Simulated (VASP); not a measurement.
SiB6, 7 atoms in the cell. It takes space group Amm2 (No. 38, orthorhombic). The conventional cell has a = 5.507 Å, b = 6.766 Å, c = 3.338 Å, α = 90.00°, β = 90.00°, γ = 90.00°. Within 2.1 Å of Si (site symmetry mm2) lie 4 B at 1.56 to 1.85 Å. Within 2.2 Å of B (site symmetry m) lie 4 B at 1.66 to 2.12 Å and 1 Si at 1.85 Å. B (site symmetry m) has 2 Si at 1.56 to 2.21 Å and 4 B at 1.77 to 2.12 Å within 2.3 Å. B (site symmetry m) has 4 B at 1.66 to 1.99 Å within 2.2 Å. The cell was generated, and may not be a known phase.

| Quantity | Value |
| --- | --- |
| Program | VASP 6.6.1 |
| Task | relaxation of cell and atoms |
| Functional | PBE |
| Potentials or basis | VASP PAW PBE potentials, release 64 (Si, B) |
| Cutoff | 600 eV |
| k mesh | 4 × 6 × 6 |
| Occupations | gaussian, width 0.1 eV |
| Spin | no spin polarisation |
| Dipole correction | no |
| Further INCAR settings | ALGO = Normal; EDIFF = 1e-07; IBRION = 2; EDIFFG = -0.04; NSW = 90; ISIF = 3 |

Potentials or basis: VASP PAW PBE potentials, release 64 (Si, B).

Run with:

```bash
$ cat potpaw_PBE.64/Si/POTCAR potpaw_PBE.64/B/POTCAR > POTCAR
$ mpirun -np 1 vasp_std > vasp.out
```

Hardware: 1 thread of Intel Xeon 8259CL, on a shared host.

Question: How long does it take, and how much memory?

Answer: Wall time 29 min on 1 thread of Intel Xeon 8259CL, with other jobs on the host, peak memory 0.22 GiB. Counts: scf iterations 329, k points 39, ion steps 37.
